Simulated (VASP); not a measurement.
A run of VASP 6.6.1:

INCAR

```
SYSTEM = Li
PREC = Accurate ; ENCUT = 520
EDIFF = 1E-7 ; ISMEAR = 0
SIGMA = 0.1 ; LREAL = .FALSE.
LASPH = .TRUE. ; NELM = 100
ALGO = Fast ; ISIF = 2
LWAVE = .FALSE. ; LCHARG = .FALSE.
GGA = PE ; NBANDS = 8
```

Contents of KPOINTS:

```
regular mesh
0
G
  16 16 16
  0 0 0
```

POSCAR

```
Li
1.0
    0.0000000000      2.2151899800      2.2151899800
    2.2151899800      0.0000000000      2.2151899800
    2.2151899800      2.2151899800      0.0000000000
Li
1
Direct
    0.0000000000      0.0000000000      0.0000000000
```

Potentials or basis: VASP PAW PBE potentials, release 64 (Li_sv).

Launch:

```sh
$ cat potpaw_PBE.64/Li_sv/POTCAR > POTCAR
$ mpirun -np 1 vasp_std > vasp.out
```

Hardware: 1 thread of Intel Xeon 6975P-C (shared host).

How long does it take, and how much memory?

It took 13 s on 1 thread of Intel Xeon 6975P-C, with other jobs on the host, peak memory 0.14 GiB. Counts: scf iterations 18, k points 145.
